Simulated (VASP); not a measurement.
# Ni (Fm-3m) in VASP: single point with r2SCAN

Aim: the single point of Ni with r2SCAN.

Program: VASP 6.6.1. These are calculated values, not measurements. Logs are shortened: lines on timing, memory, paths and dates and some standing lists are left out, and cuts for length are marked.

**1. The cell of the first run**

The structure is cubic, space group Fm-3m (No. 225). The conventional cell has a = 3.571 Å, b = 3.571 Å, c = 3.571 Å, α = 90.00°, β = 90.00°, γ = 90.00°. Ni (site symmetry m-3m) has 12 Ni at 2.53 Å within 3.3 Å.

**2. Single point, r2SCAN, collinear spin, ferromagnetic start**

The input, POSCAR:

```
Ni
1.0
    0.0000000000      1.7855000000      1.7855000000
    1.7855000000      0.0000000000      1.7855000000
    1.7855000000      1.7855000000      0.0000000000
Ni
1
Direct
    0.0000000000      0.0000000000      0.0000000000
```

The input, INCAR.step1:

```
SYSTEM = Ni
PREC = Accurate ; ENCUT = 520
ISMEAR = -1 ; SIGMA = 0.05
LREAL = .FALSE. ; LASPH = .TRUE.
NELM = 150 ; ISPIN = 2
MAGMOM = 2 ; LMAXMIX = 4
NBANDS = 15 ; GGA = PE
ALGO = Normal ; EDIFF = 1E-4
LWAVE = .TRUE. ; LCHARG = .FALSE.
```

The input, INCAR.step2:

```
SYSTEM = Ni
PREC = Accurate ; ENCUT = 520
EDIFF = 1E-7 ; ISMEAR = -1
SIGMA = 0.05 ; LREAL = .FALSE.
LASPH = .TRUE. ; NELM = 150
ALGO = Normal ; ISIF = 2
LWAVE = .FALSE. ; LCHARG = .FALSE.
ISPIN = 2 ; MAGMOM = 2
LORBIT = 11 ; LMAXMIX = 4
METAGGA = R2SCAN ; LMIXTAU = .TRUE.
NBANDS = 15 ; ISTART = 1
```

The input, KPOINTS:

```
Automatic mesh
0
G
  12 12 12
  0 0 0
```

Potentials or basis: VASP PAW PBE potentials, release 64 (Ni).

The run is started by

```sh
$ cat potpaw_PBE.64/Ni/POTCAR > POTCAR
$ cp INCAR.step1 INCAR
$ mpirun -np 1 vasp_std > vasp.out
$ cp INCAR.step2 INCAR
$ mpirun -np 1 vasp_std > vasp.out
```

OUTCAR:

```text
SYSTEM = Ni
   PREC = Accurate
   ENCUT = 520
   EDIFF = 1E-7
   ISMEAR = -1
   LREAL = .FALSE.
   LASPH = .TRUE.
   NELM = 150
   ISIF = 2
   ISPIN = 2
   LORBIT = 11
   METAGGA = R2SCAN
   ISTART = 1

 ion  position               nearest neighbor table
   1  0.000  0.000  0.000-

  LATTYP: Found a face centered cubic cell.
 ALAT       =     3.5710000000

  Lattice vectors:

 A1 = (   0.0000000000,   1.7855000000,   1.7855000000)
 A2 = (   1.7855000000,   0.0000000000,   1.7855000000)
 A3 = (   1.7855000000,   1.7855000000,   0.0000000000)

Analysis of symmetry for initial positions (statically):
=====================================================================
 Subroutine PRICEL returns:
 Original cell was already a primitive cell.

 Routine SETGRP: Setting up the symmetry group for a
 face centered cubic supercell.

 Subroutine GETGRP returns: Found 48 space group operations
 (whereof 48 operations were pure point group operations)
 out of a pool of 48 trial point group operations.

The static configuration has the point symmetry O_h .

Analysis of symmetry for dynamics (positions and initial velocities):
=====================================================================
 Subroutine PRICEL returns:
 Original cell was already a primitive cell.

 Routine SETGRP: Setting up the symmetry group for a
 face centered cubic supercell.

 Subroutine GETGRP returns: Found 48 space group operations
 (whereof 48 operations were pure point group operations)
 out of a pool of 48 trial point group operations.

The dynamic configuration has the point symmetry O_h .

Analysis of structural, dynamic, and magnetic symmetry:
=====================================================================
 Subroutine PRICEL returns:
 Original cell was already a primitive cell.

 Routine SETGRP: Setting up the symmetry group for a
 face centered cubic supercell.

 Subroutine GETGRP returns: Found 48 space group operations
 (whereof 48 operations were pure point group operations)
 out of a pool of 48 trial point group operations.

The overall configuration has the point symmetry O_h .

 Subroutine INISYM returns: Found 48 space group operations
 (whereof 48 operations are pure point group operations),
 and found     1 'primitive' translations

----------------------------------------------------------------------------------------

                                     Primitive cell

  volume of cell :      11.3844

  direct lattice vectors                    reciprocal lattice vectors
     0.000000000  1.785500000  1.785500000    -0.280033604  0.280033604  0.280033604
     1.785500000  0.000000000  1.785500000     0.280033604 -0.280033604  0.280033604
     1.785500000  1.785500000  0.000000000     0.280033604  0.280033604 -0.280033604

  length of vectors
     2.525078316  2.525078316  2.525078316     0.485032430  0.485032430  0.485032430

  position of ions in fractional coordinates (direct lattice)
     0.000000000  0.000000000  0.000000000

  ion indices of the primitive-cell ions
   primitive index   ion index
                 1           1

----------------------------------------------------------------------------------------

 KPOINTS: Automatic mesh

Automatic generation of k-mesh.
 Grid dimensions read from file:
 generate k-points for:   12   12   12

 Generating k-lattice:

  Cartesian coordinates                     Fractional coordinates (reciprocal lattice)
    -0.023336134  0.023336134  0.023336134     0.083333333  0.000000000  0.000000000
     0.023336134 -0.023336134  0.023336134     0.000000000  0.083333333  0.000000000
     0.023336134  0.023336134 -0.023336134     0.000000000  0.000000000  0.083333333

  Length of vectors
     0.040419369  0.040419369  0.040419369

  Shift w.r.t. Gamma in fractional coordinates (k-lattice)
     0.000000000  0.000000000  0.000000000

 Subroutine IBZKPT returns following result:
 ===========================================

 Found     72 irreducible k-points:

 Following reciprocal coordinates:
            Coordinates               Weight
  0.000000  0.000000  0.000000      1.000000
  0.083333  0.000000  0.000000      8.000000
  0.166667  0.000000  0.000000      8.000000
  0.250000  0.000000  0.000000      8.000000
  0.333333  0.000000  0.000000      8.000000
  0.416667  0.000000  0.000000      8.000000
[... 16 lines left out ...]
  0.500000  0.166667  0.000000     24.000000
 -0.416667  0.166667  0.000000     24.000000
 [... further k-points ...]
   k-points           NKPTS =     72   k-points in BZ     NKDIM =     72   number of bands    NBANDS=     15
   number of dos      NEDOS =    301   number of ions     NIONS =      1
   total plane-waves  NPLWV =   8000
   dimension x,y,z NGX =    20 NGY =   20 NGZ =   20
   dimension x,y,z NGXF=    40 NGYF=   40 NGZF=   40
   ions per type =               1
   NGX,Y,Z   is equivalent  to a cutoff of  13.17, 13.17, 13.17 a.u.
   NGXF,Y,Z  is equivalent  to a cutoff of  26.34, 26.34, 26.34 a.u.
 SYSTEM =  Ni
   PREC   = accura    normal or accurate (medium, high low for compatibility)
   ISTART =      1    job   : 0-new  1-cont  2-samecut
   ICHARG =      0    charge: 1-file 2-atom 10-const
   ISPIN  =      2    spin polarized calculation?
   LNONCOLLINEAR =      F non collinear calculations
   LSORBIT =      F    spin-orbit coupling
   LASPH  =      T    aspherical Exc in radial PAW
   ENCUT  =  520.0 eV  38.22 Ry    6.18 a.u.   4.69  4.69  4.69*2*pi/ulx,y,z
   NELM   =    150;   NELMIN=  2; NELMDL=  0     # of ELM steps
   EDIFF  = 0.1E-06   stopping-criterion for ELM
   LREAL  =      F    real-space projection
   EDIFFG = 0.1E-05   stopping-criterion for IOM
   NSW    =      0    number of steps for IOM
   IBRION =     -1    ionic relax: 0-MD 1-quasi-New 2-CG
   NFREE  =      0    steps in history (QN), initial steepest desc. (CG)
   ISIF   =      2    stress and relaxation
   ISYM   =      2    0-nonsym 1-usesym 2-fastsym
   POTIM  = 0.5000    time-step for ionic-motion
   TEBEG  =    0.0;   TEEND  =   0.0 temperature during run
   PSTRESS=    0.0 pullay stress
   NELECT =      10.0000    total number of electrons
   NUPDOWN=      -1.0000    fix difference up-down
   EMIN   =  10.00;   EMAX   =-10.00  energy-range for DOS
   EFERMI =   0.00;   METHOD = LEGACY
   ISMEAR =    -1;   SIGMA  =   0.05  broadening in eV -4-tet -1-fermi 0-gaus
   EFERMI_NEDOS =   21; number of points for ismear=-14 and -15
   IALGO  =     38    algorithm
   IMIX   =      4    mixing-type and parameters
     AMIX     =   0.40;   BMIX     =  1.00
     AMIX_MAG =   1.60;   BMIX_MAG =  1.00
  volume/ion in A,a.u.               =      11.38        76.83
  Fermi-wavevector in a.u.,A,eV,Ry     =   1.567852  2.962810 33.445282  2.458159
  Thomas-Fermi vector in A             =   2.669970
   LORBIT       =     11    0 simple, 1 ext, 2 COOP (PROOUT), +10 PAW based schemes
   METAGGA = R2SCAN    functional components
   LHFCALC =     F    Hartree Fock is set to
   AEXX    =    0.0000 exact exchange contribution
   IVDW    =     0    specifies the selected vdW correction
   LEPSILON=     F    determine dielectric tensor
   LRPA    =     F    only Hartree local field effects (RPA)
 spin polarized calculation
  energy-cutoff  :      520.00
  volume of cell :       11.38
 maximum number of plane-waves:       331
   NGX =  9   NGY =  9   NGZ =  9

 number of electron       9.9999999 magnetization       0.7390082

 Free energy of the ion-electron system (eV)
  ---------------------------------------------------
  ext. energy  EPLUGINS =         0.00000000
  ---------------------------------------------------
  free energy    TOTEN  =       -11.91360607 eV

  energy without entropy =      -11.90454794  energy(sigma->0) =      -11.90907700

 E-fermi :   8.7059     XC(G=0): -14.0781

 val. band max:        8.6752924168   @ k =   0.4167   0.2500   0.0000
 cond. band min:       8.7587455697   @ k =   0.5000   0.1667   0.0833
 fundamental gap:      0.0834531529
 Fermi energy:         8.7059109500

 spin component 1

 k-point     1 :       0.0000    0.0000    0.0000
  band No.  band energies     occupation
      1      -0.3740      1.00000
      2       5.8495      1.00000
      3       5.8496      1.00000
      4       5.8496      1.00000
      5       7.0832      1.00000
      6       7.0832      1.00000
      7      32.8447      0.00000
      8      36.6272      0.00000
      9      36.6272      0.00000
     10      36.6276      0.00000
     11      39.1084      0.00000
     12      39.1084      0.00000
     13      39.1084      0.00000
     14      42.6799      0.00000
     15      48.6180      0.00000

 k-point     2 :       0.0833    0.0000    0.0000
  band No.  band energies     occupation
      1      -0.1027      1.00000
      2       5.7884      1.00000
      3       5.9048      1.00000
      4       5.9049      1.00000
      5       7.0610      1.00000
      6       7.0610      1.00000
      7      31.5244      0.00000
      8      34.3031      0.00000
      9      35.9148      0.00000
     10      35.9150      0.00000
     11      40.1422      0.00000
     12      40.1422      0.00000
     13      40.6528      0.00000
     14      44.8760      0.00000
     15      46.4036      0.00000
[... 365 lines left out ...]
      3       6.0244      1.00000
      4       6.3316      1.00000
      5       7.6366      1.00000
      6      10.0995      0.00000
      7      15.2747      0.00000
      8      26.4518      0.00000
      9      29.1771      0.00000
     10      31.2565      0.00000
     11      41.6353      0.00000
     12      41.8208      0.00000
     13      46.0328      0.00000
     14      47.9737      0.00000
     15      52.1173      0.00000

 k-point    24 :      -0.4167    0.1667    0.0000
  band No.  band energies     occupation
      1       4.1771      1.00000
      2       5.6187      1.00000
      3       6.1492      1.00000
      4       6.3031      1.00000
      5       7.4807      1.00000
      6      10.6530      0.00000
      7      14.5700      0.00000
      8      25.4437      0.00000
      9      30.2924      0.00000
     10      31.6007      0.00000
     11      40.7080      0.00000
     12      41.3186      0.00000
     13      48.0075      0.00000
     14      50.3415      0.00000
     15      51.8086      0.00000

 [... further k-points ...]

 spin component 2

 k-point     1 :       0.0000    0.0000    0.0000
  band No.  band energies     occupation
      1      -0.6549      1.00000
      2       7.2310      1.00000
      3       7.2310      1.00000
      4       7.2310      1.00000
      5       7.8338      1.00000
      6       7.8338      1.00000
      7      32.5469      0.00000
      8      36.7295      0.00000
      9      36.7297      0.00000
     10      36.7297      0.00000
     11      39.4097      0.00000
     12      39.4098      0.00000
     13      39.4098      0.00000
     14      42.7408      0.00000
     15      49.2103      0.00000

 k-point     2 :       0.0833    0.0000    0.0000
  band No.  band energies     occupation
      1      -0.3810      1.00000
      2       7.1502      1.00000
      3       7.2876      1.00000
      4       7.2876      1.00000
      5       7.8132      1.00000
      6       7.8132      1.00000
      7      31.4348      0.00000
      8      34.2951      0.00000
      9      36.0754      0.00000
     10      36.0755      0.00000
     11      40.3765      0.00000
     12      40.3765      0.00000
     13      40.8050      0.00000
     14      45.0315      0.00000
     15      46.8779      0.00000
[... 365 lines left out ...]
      3       7.0453      1.00000
      4       7.2753      1.00000
      5       8.9276      0.01172
      6      10.6228      0.00000
      7      15.7505      0.00000
      8      26.5510      0.00000
      9      29.3498      0.00000
     10      31.3770      0.00000
     11      41.8710      0.00000
     12      41.9525      0.00000
     13      46.2754      0.00000
     14      48.6926      0.00000
     15      54.7915      0.00000

 k-point    24 :      -0.4167    0.1667    0.0000
  band No.  band energies     occupation
      1       4.9430      1.00000
      2       6.2214      1.00000
      3       7.0939      1.00000
      4       7.2042      1.00000
      5       8.8023      0.12689
      6      11.0748      0.00000
      7      15.1304      0.00000
      8      25.5685      0.00000
      9      30.4754      0.00000
     10      31.6869      0.00000
     11      40.9436      0.00000
     12      41.4285      0.00000
     13      48.4554      0.00000
     14      51.2638      0.00000
     15      52.5353      0.00000

 [... further k-points ...]
[... 5 lines left out ...]
  --------------------------------------------------------------------------------------
  -------------------------------------------------------------------------------------
  Total       -0.9914181     -0.9914181     -0.9914181      0.0000000      0.0000000     -0.0000000
  in kB     -139.5268775   -139.5268775   -139.5268775      0.0000000      0.0000000     -0.0000000
  external PRESSURE =    -139.5268775 kB  Pullay stress =       0.0000000 kB

 VOLUME and BASIS-vectors are now :
 -----------------------------------------------------------------------------
  energy-cutoff  :      520.00
  volume of cell :       11.38
      direct lattice vectors                 reciprocal lattice vectors
     0.000000000  1.785500000  1.785500000    -0.280033604  0.280033604  0.280033604
     1.785500000  0.000000000  1.785500000     0.280033604 -0.280033604  0.280033604
     1.785500000  1.785500000  0.000000000     0.280033604  0.280033604 -0.280033604

 POSITION                                       TOTAL-FORCE (eV/Angst)
 -----------------------------------------------------------------------------------
      0.00000      0.00000      0.00000         0.000000     -0.000000     -0.000000
 -----------------------------------------------------------------------------------
    total drift:                                0.000000      0.000000      0.000000

  FREE ENERGIE OF THE ION-ELECTRON SYSTEM (eV)
  ---------------------------------------------------
  free  energy   TOTEN  =       -11.9136060669 eV

  energy  without entropy=      -11.9045479382  energy(sigma->0) =      -11.90907700

 total charge

# of ion       s       p       d       tot
------------------------------------------
    1        0.495   0.478   8.293   9.267

 magnetization (x)

# of ion       s       p       d       tot
------------------------------------------
    1       -0.011  -0.045   0.827   0.771
```

Run time: 54 s. Hardware: 1 thread of Intel Xeon 6975P-C (Granite Rapids), shared host; peak memory 0.14 GiB.

What came out:

| Item | Value |
| --- | --- |
| Free energy | -11.9136 eV |
| Pressure | -14.0 GPa |
| Net moment | 0.74 μB per cell |
| Site moments | Ni +0.77 μB |
| Valence electrons inside the program's atomic spheres | Ni 9.27 |

Levels at points of the mesh, in eV from the Fermi level:
Spin up:
| k point | band 3 | band 4 | band 5 | band 6 | band 7 | band 8 |
| --- | --- | --- | --- | --- | --- | --- |
| (0.00, 0.00, 0.00) | -2.86 | -2.86 | -1.62 | -1.62 | 24.14 | 27.92 |
| (0.50, 0.00, 0.00) | -2.76 | -1.09 | -1.09 | -0.31 | 5.31 | 22.61 |
| (0.50, 0.50, 0.00) | -1.04 | -1.04 | -0.96 | 2.46 | 8.94 | 14.97 |
Spin down:
```tsv
k point	band 1	band 2	band 3	band 4	band 5	band 6	band 7	band 8	band 9
(0.00, 0.00, 0.00)	-9.36	-1.47	-1.47	-1.47	-0.87	-0.87	23.84	28.02	28.02
(0.50, 0.00, 0.00)	-4.35	-1.83	-1.83	-0.56	0.18	0.18	6.01	22.47	25.08
(0.50, 0.50, 0.00)	-4.38	-3.41	-0.18	0.54	0.54	2.17	9.28	15.01	15.01
```

Caveat: the PAW data sets were made with another functional, which shifts forces and pressure a little.
